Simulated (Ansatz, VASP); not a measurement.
Two plane-wave programs on Ir

```
Ir
1.0
     0.00000    2.00606    1.71899
     2.00606    0.00000    1.71899
     2.00606    2.00606    0.00000
Ir
1
Direct
  0.00000 0.00000 0.00000
```

Alike in both runs: task single point; functional LDA; k mesh 22 × 22 × 22; occupations gaussian, width 0.15 eV; no spin polarisation.

|  | VASP | Ansatz |
| --- | --- | --- |
| version | VASP 6.6.1 | Ansatz 0.2.0 |
| potentials or method | VASP PAW LDA potentials, release 64 (Ir), cutoff 520 eV | scalar-relativistic, plane waves, PAW |
| valence electrons in the cell | 9 | 17 |

```csv
,VASP,Ansatz,Ansatz less VASP
gap on the k mesh at the Fermi level (eV),none,none,-
pressure (GPa),7.5,4.9,-2.65
"traceless stress, the component that is largest in VASP (GPa)",32.34,32.52,+0.173
```

Ansatz warns that its potentials were made for another functional, while VASP's fit it. LDA's correlation is that of Perdew and Zunger in VASP and of Perdew and Wang (1992) in Ansatz. A gap of «none» marks a metal or a gap that the smearing closes. VASP's potentials hold 9 valence electrons a cell and Ansatz's 17, so a difference there can come from the potentials and not from the codes.

Spin-orbit coupling is off throughout.
